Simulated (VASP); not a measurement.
# Sn (I4/mmm) in VASP: a series of runs

Sn is run at these levels: r2SCAN; tasks: single point.

Everything below comes from runs of VASP 6.6.1. Logs are shortened: lines on timing, memory, paths and dates and some standing lists are left out, and cuts for length are marked.

## 1. The cell of the first run

It takes space group I4/mmm (No. 139, tetragonal). The conventional cell has a = 3.486 Å, b = 3.486 Å, c = 3.789 Å, α = 90.00°, β = 90.00°, γ = 90.00°. Sn (site symmetry 4/mmm) has 14 Sn at 3.11 to 3.79 Å within 4.1 Å.

## 2. Single point, r2SCAN (strain -0.080 along x and y, +0.000 along z)

Input file POSCAR:

```
Sn
1.0
   -1.7430796737      1.7430796737      1.8946518192
    1.7430796737     -1.7430796737      1.8946518192
    1.7430796737      1.7430796737     -1.8946518192
Sn
1
Direct
    0.0000000000      0.0000000000      0.0000000000
```

Input file INCAR.step1:

```
ALGO = Normal
EDIFF = 1E-4
ENCUT = 520
GGA = PE
ISMEAR = 0
LASPH = True
LCHARG = False
LREAL = False
LWAVE = True
NBANDS = 13
NELM = 80
PREC = Accurate
SIGMA = 0.15
```

Input file INCAR.step2:

```
ALGO = Normal
EDIFF = 1E-6
ENCUT = 520
ISIF = 2
ISMEAR = 0
ISTART = 1
LASPH = True
LCHARG = False
LMIXTAU = True
LREAL = False
LWAVE = False
METAGGA = R2SCAN
NBANDS = 13
NELM = 80
PREC = Accurate
SIGMA = 0.15
```

Input file KPOINTS:

```
k-points
0
Gamma
  18 18 18
```

Potentials or basis: VASP PAW PBE potentials, release 64 (Sn_d).

On the command line:

```
$ cat potpaw_PBE.64/Sn_d/POTCAR > POTCAR
$ cp INCAR.step1 INCAR
$ mpirun -np 1 vasp_std > vasp.out
$ cp INCAR.step2 INCAR
$ mpirun -np 1 vasp_std > vasp.out
```

OUTCAR:

```text
EDIFF = 1E-6
   ENCUT = 520
   ISIF = 2
   ISMEAR = 0
   ISTART = 1
   LASPH = True
   LREAL = False
   METAGGA = R2SCAN
   NELM = 80
   PREC = Accurate

 ion  position               nearest neighbor table
   1  0.000  0.000  0.000-

  LATTYP: Found a body centered tetragonal cell.
 ALAT       =     3.4861593474
 C/A-ratio  =     1.0869565217

  Lattice vectors:

 A1 = (  -1.7430796737,   1.7430796737,   1.8946518192)
 A2 = (   1.7430796737,  -1.7430796737,   1.8946518192)
 A3 = (   1.7430796737,   1.7430796737,  -1.8946518192)

Analysis of symmetry for initial positions (statically):
=====================================================================
 Subroutine PRICEL returns:
 Original cell was already a primitive cell.

 Routine SETGRP: Setting up the symmetry group for a
 body centered tetragonal supercell.

 Subroutine GETGRP returns: Found 16 space group operations
 (whereof 16 operations were pure point group operations)
 out of a pool of 16 trial point group operations.

The static configuration has the point symmetry D_4h.

Analysis of symmetry for dynamics (positions and initial velocities):
=====================================================================
 Subroutine PRICEL returns:
 Original cell was already a primitive cell.

 Routine SETGRP: Setting up the symmetry group for a
 body centered tetragonal supercell.

 Subroutine GETGRP returns: Found 16 space group operations
 (whereof 16 operations were pure point group operations)
 out of a pool of 16 trial point group operations.

The dynamic configuration has the point symmetry D_4h.

 Subroutine INISYM returns: Found 16 space group operations
 (whereof 16 operations are pure point group operations),
 and found     1 'primitive' translations

----------------------------------------------------------------------------------------

                                     Primitive cell

  volume of cell :      23.0263

  direct lattice vectors                    reciprocal lattice vectors
    -1.743079674  1.743079674  1.894651819     0.000000000  0.286848621  0.263900731
     1.743079674 -1.743079674  1.894651819     0.286848621  0.000000000  0.263900731
     1.743079674  1.743079674 -1.894651819     0.286848621  0.286848621  0.000000000

  length of vectors
     3.109076875  3.109076875  3.109076875     0.389776509  0.389776509  0.405665210

  position of ions in fractional coordinates (direct lattice)
     0.000000000  0.000000000  0.000000000

  ion indices of the primitive-cell ions
   primitive index   ion index
                 1           1

----------------------------------------------------------------------------------------

 KPOINTS: k-points

Automatic generation of k-mesh.
 Grid dimensions read from file:
 generate k-points for:   18   18   18

 Generating k-lattice:

  Cartesian coordinates                     Fractional coordinates (reciprocal lattice)
     0.000000000  0.015936034  0.014661152     0.055555556 -0.000000000  0.000000000
     0.015936034  0.000000000  0.014661152    -0.000000000  0.055555556  0.000000000
     0.015936034  0.015936034  0.000000000     0.000000000  0.000000000  0.055555556

  Length of vectors
     0.021654250  0.021654250  0.022536956

  Shift w.r.t. Gamma in fractional coordinates (k-lattice)
     0.000000000  0.000000000  0.000000000

 Subroutine IBZKPT returns following result:
 ===========================================

 Found    480 irreducible k-points:

 Following reciprocal coordinates:
            Coordinates               Weight
  0.000000  0.000000  0.000000      1.000000
  0.055556 -0.000000  0.000000      8.000000
  0.111111 -0.000000  0.000000      8.000000
  0.166667  0.000000  0.000000      8.000000
  0.222222 -0.000000  0.000000      8.000000
  0.277778  0.000000  0.000000      8.000000
[... 16 lines left out ...]
 -0.277778  0.055556  0.000000     16.000000
 -0.222222  0.055556 -0.000000     16.000000
 [... further k-points ...]
   k-points           NKPTS =    480   k-points in BZ     NKDIM =    480   number of bands    NBANDS=     13
   number of dos      NEDOS =    301   number of ions     NIONS =      1
   total plane-waves  NPLWV =  13824
   dimension x,y,z NGX =    24 NGY =   24 NGZ =   24
   dimension x,y,z NGXF=    48 NGYF=   48 NGZF=   48
   ions per type =               1
   NGX,Y,Z   is equivalent  to a cutoff of  12.83, 12.83, 12.83 a.u.
   NGXF,Y,Z  is equivalent  to a cutoff of  25.67, 25.67, 25.67 a.u.
 SYSTEM =  unknown system
   PREC   = accura    normal or accurate (medium, high low for compatibility)
   ISTART =      1    job   : 0-new  1-cont  2-samecut
   ICHARG =      0    charge: 1-file 2-atom 10-const
   ISPIN  =      1    spin polarized calculation?
   LNONCOLLINEAR =      F non collinear calculations
   LSORBIT =      F    spin-orbit coupling
   LASPH  =      T    aspherical Exc in radial PAW
   ENCUT  =  520.0 eV  38.22 Ry    6.18 a.u.   5.78  5.78  5.78*2*pi/ulx,y,z
   NELM   =     80;   NELMIN=  2; NELMDL=  0     # of ELM steps
   EDIFF  = 0.1E-05   stopping-criterion for ELM
   LREAL  =      F    real-space projection
   EDIFFG = 0.1E-04   stopping-criterion for IOM
   NSW    =      0    number of steps for IOM
   IBRION =     -1    ionic relax: 0-MD 1-quasi-New 2-CG
   NFREE  =      0    steps in history (QN), initial steepest desc. (CG)
   ISIF   =      2    stress and relaxation
   ISYM   =      2    0-nonsym 1-usesym 2-fastsym
   POTIM  = 0.5000    time-step for ionic-motion
   TEBEG  =    0.0;   TEEND  =   0.0 temperature during run
   PSTRESS=    0.0 pullay stress
   NELECT =      14.0000    total number of electrons
   NUPDOWN=      -1.0000    fix difference up-down
   EMIN   =  10.00;   EMAX   =-10.00  energy-range for DOS
   EFERMI =   0.00;   METHOD = LEGACY
   ISMEAR =     0;   SIGMA  =   0.15  broadening in eV -4-tet -1-fermi 0-gaus
   EFERMI_NEDOS =   21; number of points for ismear=-14 and -15
   IALGO  =     38    algorithm
   IMIX   =      4    mixing-type and parameters
     AMIX     =   0.40;   BMIX     =  1.00
     AMIX_MAG =   1.60;   BMIX_MAG =  1.00
  volume/ion in A,a.u.               =      23.03       155.39
  Fermi-wavevector in a.u.,A,eV,Ry     =   1.386893  2.620847 26.170419  1.923472
  Thomas-Fermi vector in A             =   2.511166
   LORBIT       =      0    0 simple, 1 ext, 2 COOP (PROOUT), +10 PAW based schemes
   METAGGA = R2SCAN    functional components
   LHFCALC =     F    Hartree Fock is set to
   AEXX    =    0.0000 exact exchange contribution
   IVDW    =     0    specifies the selected vdW correction
   LEPSILON=     F    determine dielectric tensor
   LRPA    =     F    only Hartree local field effects (RPA)
 non-spin polarized calculation
 Gauss-broadening in eV      SIGMA  =   0.15
  energy-cutoff  :      520.00
  volume of cell :       23.03
 maximum number of plane-waves:       639
   NGX = 11   NGY = 11   NGZ = 11

 number of electron      14.0000008 magnetization

 Free energy of the ion-electron system (eV)
  ---------------------------------------------------
  ext. energy  EPLUGINS =         0.00000000
  ---------------------------------------------------
  free energy    TOTEN  =       -24.37647541 eV

  energy without entropy =      -24.37177371  energy(sigma->0) =      -24.37412456

 E-fermi :  10.2490     XC(G=0): -12.1908

 val. band max:       10.2383681496   @ k =   0.2778   0.2778   0.1667
 cond. band min:      10.2499454795   @ k =   0.1667   0.1667   0.1111
 fundamental gap:      0.0115773299
 Fermi energy:        10.2490233671

 k-point     1 :       0.0000    0.0000    0.0000
  band No.  band energies     occupation
      1     -12.2039      2.00000
      2     -12.2039      2.00000
      3     -12.1626      2.00000
      4     -11.9886      2.00000
      5     -11.9271      2.00000
      6      -2.8139      2.00000
      7      20.0292      0.00000
      8      20.5045      0.00000
      9      20.5045      0.00000
     10      22.6001      0.00000
     11      24.1466      0.00000
     12      24.1466      0.00000
     13      24.2629      0.00000

 k-point     2 :       0.0556   -0.0000    0.0000
  band No.  band energies     occupation
      1     -12.2003      2.00000
      2     -12.1999      2.00000
      3     -12.1582      2.00000
      4     -11.9901      2.00000
      5     -11.9291      2.00000
      6      -2.7344      2.00000
      7      19.3067      0.00000
      8      20.1246      0.00000
      9      20.1869      0.00000
     10      22.2441      0.00000
     11      23.6002      0.00000
     12      23.7545      0.00000
     13      24.8096      0.00000

 k-point     3 :       0.1111   -0.0000    0.0000
  band No.  band energies     occupation
      1     -12.1977      2.00000
      2     -12.1906      2.00000
      3     -12.1362      2.00000
      4     -11.9942      2.00000
      5     -11.9343      2.00000
      6      -2.4951      2.00000
      7      17.3649      0.00000
      8      19.2922      0.00000
      9      19.8388      0.00000
     10      21.9916      0.00000
     11      22.8120      0.00000
     12      23.2299      0.00000
     13      25.2849      0.00000

 k-point     4 :       0.1667    0.0000    0.0000
  band No.  band energies     occupation
      1     -12.2045      2.00000
      2     -12.1779      2.00000
      3     -12.0919      2.00000
      4     -12.0002      2.00000
      5     -11.9409      2.00000
      6      -2.0945      2.00000
      7      15.1798      0.00000
      8      18.3532      0.00000
      9      19.3548      0.00000
     10      21.7627      0.00000
     11      22.0743      0.00000
     12      22.9863      0.00000
     13      25.7285      0.00000

 k-point     5 :       0.2222   -0.0000    0.0000
  band No.  band energies     occupation
      1     -12.2161      2.00000
      2     -12.1671      2.00000
      3     -12.0338      2.00000
      4     -12.0058      2.00000
      5     -11.9471      2.00000
      6      -1.5310      2.00000
      7      13.0105      0.00000
      8      17.4538      0.00000
      9      18.8094      0.00000
     10      21.3987      0.00000
     11      21.4458      0.00000
     12      23.1851      0.00000
     13      26.2042      0.00000
[... 257 lines left out ...]
 k-point    22 :      -0.3333    0.0556    0.0000
  band No.  band energies     occupation
      1     -12.2332      2.00000
      2     -12.1636      2.00000
      3     -12.0075      2.00000
      4     -11.9534      2.00000
      5     -11.9352      2.00000
      6      -0.2772      2.00000
      7       9.8982      1.99906
      8      15.9004      0.00000
      9      17.4857      0.00000
     10      21.1722      0.00000
     11      21.3923      0.00000
     12      23.1519      0.00000
     13      28.0505      0.00000

 k-point    23 :      -0.2778    0.0556    0.0000
  band No.  band energies     occupation
      1     -12.2205      2.00000
      2     -12.1661      2.00000
      3     -12.0053      2.00000
      4     -12.0006      2.00000
      5     -11.9469      2.00000
      6      -1.0929      2.00000
      7      11.9087      0.00000
      8      16.6455      0.00000
      9      17.9752      0.00000
     10      21.5814      0.00000
     11      21.6087      0.00000
     12      22.7844      0.00000
     13      27.3606      0.00000

 k-point    24 :      -0.2222    0.0556   -0.0000
  band No.  band energies     occupation
      1     -12.2088      2.00000
      2     -12.1747      2.00000
      3     -12.0600      2.00000
      4     -11.9987      2.00000
      5     -11.9441      2.00000
      6      -1.7455      2.00000
      7      14.0218      0.00000
      8      17.5217      0.00000
      9      18.5359      0.00000
     10      21.7786      0.00000
     11      21.9864      0.00000
     12      22.7690      0.00000
     13      26.5433      0.00000

 [... further k-points ...]

------------------------ aborting loop because EDIFF is reached ----------------------------------------

  FORCE on cell =-STRESS in cart. coord.  units (eV):
  Direction    XX          YY          ZZ          XY          YZ          ZX
  --------------------------------------------------------------------------------------
  -------------------------------------------------------------------------------------
  Total        1.7646986      1.7646986      1.7453824      0.0000000     -0.0000000      0.0000000
  in kB      122.7883721    122.7883721    121.4443459      0.0000000     -0.0000000      0.0000000
  external PRESSURE =     122.3403633 kB  Pullay stress =       0.0000000 kB

 VOLUME and BASIS-vectors are now :
 -----------------------------------------------------------------------------
  energy-cutoff  :      520.00
  volume of cell :       23.03
      direct lattice vectors                 reciprocal lattice vectors
    -1.743079674  1.743079674  1.894651819     0.000000000  0.286848621  0.263900731
     1.743079674 -1.743079674  1.894651819     0.286848621  0.000000000  0.263900731
     1.743079674  1.743079674 -1.894651819     0.286848621  0.286848621  0.000000000

 POSITION                                       TOTAL-FORCE (eV/Angst)
 -----------------------------------------------------------------------------------
      0.00000      0.00000      0.00000        -0.000000     -0.000000      0.000000
 -----------------------------------------------------------------------------------
    total drift:                                0.000000      0.000000      0.000000

  FREE ENERGIE OF THE ION-ELECTRON SYSTEM (eV)
  ---------------------------------------------------
  free  energy   TOTEN  =       -24.3764754055 eV

  energy  without entropy=      -24.3717737065  energy(sigma->0) =      -24.37412456
```

Wall time 6.1 min (1 thread of Intel Xeon 8259CL, shared host); peak memory 0.25 GiB.

Results:

- Free energy: -24.3765 eV
- Pressure: 12.2 GPa
- Band gap on the k mesh: zero (bands 7 and 8 overlap by 12.95 eV)

Caveat: the cell differs from its parent crystal (strain -0.080 along x and y, +0.000 along z); the cell stands under pressure; the PAW data sets were made with another functional, which shifts forces and pressure a little; spin-orbit coupling is left out, which moves the levels of the heavy elements.

## 3. Single point, r2SCAN (strain -0.080 along x and y, +0.040 along z)

Input file POSCAR:

```
Sn
1.0
   -1.7430796737      1.7430796737      1.9704378920
    1.7430796737     -1.7430796737      1.9704378920
    1.7430796737      1.7430796737     -1.9704378920
Sn
1
Direct
    0.0000000000      0.0000000000      0.0000000000
```

Input file INCAR.step1:

```
SYSTEM = Sn
  PREC = Accurate
  ENCUT = 520
  ISMEAR = 0
  SIGMA = 0.15
  LREAL = .FALSE.
  LASPH = .TRUE.
  NELM = 80
  NBANDS = 13
  GGA = PE
  ALGO = Normal
  EDIFF = 1E-4
  LWAVE = .TRUE.
  LCHARG = .FALSE.
```

Input file INCAR.step2:

```
SYSTEM = Sn
  PREC = Accurate
  ENCUT = 520
  EDIFF = 1E-7
  ISMEAR = 0
  SIGMA = 0.15
  LREAL = .FALSE.
  LASPH = .TRUE.
  NELM = 80
  ALGO = Normal
  ISIF = 2
  LWAVE = .FALSE.
  LCHARG = .FALSE.
  METAGGA = R2SCAN
  LMIXTAU = .TRUE.
  NBANDS = 13
  ISTART = 1
```

Input file KPOINTS:

```
Automatic mesh
0
G
  18 18 18
  0 0 0
```

Potentials or basis: VASP PAW PBE potentials, release 64 (Sn_d).

On the command line:

```
$ cat potpaw_PBE.64/Sn_d/POTCAR > POTCAR
$ cp INCAR.step1 INCAR
$ mpirun -np 1 vasp_std > vasp.out
$ cp INCAR.step2 INCAR
$ mpirun -np 1 vasp_std > vasp.out
```

Wall time 6.6 min (1 thread of Intel Xeon 8259CL, shared host); peak memory 0.26 GiB.

The run converged. Its results:

```
Free energy            : -24.4336 eV
Pressure               : 8.6 GPa
Band gap on the k mesh : zero (bands 7 and 8 overlap by 12.23 eV)
```

Stress tensor (GPa, compression positive):
```
8.91 0.00 0.00
0.00 8.91 0.00
0.00 0.00 8.02
```

Levels at points of the mesh, in eV from the Fermi level:
| k point | band 5 | band 6 | band 7 | band 8 | band 9 | band 10 |
| --- | --- | --- | --- | --- | --- | --- |
| (0.00, 0.00, 0.00) | -22.17 | -12.74 | 9.25 | 9.75 | 9.75 | 12.03 |
| (0.50, 0.00, 0.00) | -22.08 | -7.11 | -5.57 | 4.96 | 7.06 | 9.91 |
| (0.50, 0.50, 0.00) | -22.05 | -6.14 | -5.19 | 3.16 | 4.72 | 7.67 |
| (0.50, 0.50, 0.50) | -22.08 | -2.45 | -2.12 | 0.21 | 0.21 | 4.19 |

Caveat: the cell differs from its parent crystal (strain -0.080 along x and y, +0.040 along z); the cell stands under pressure; the PAW data sets were made with another functional, which shifts forces and pressure a little; spin-orbit coupling is left out, which moves the levels of the heavy elements.
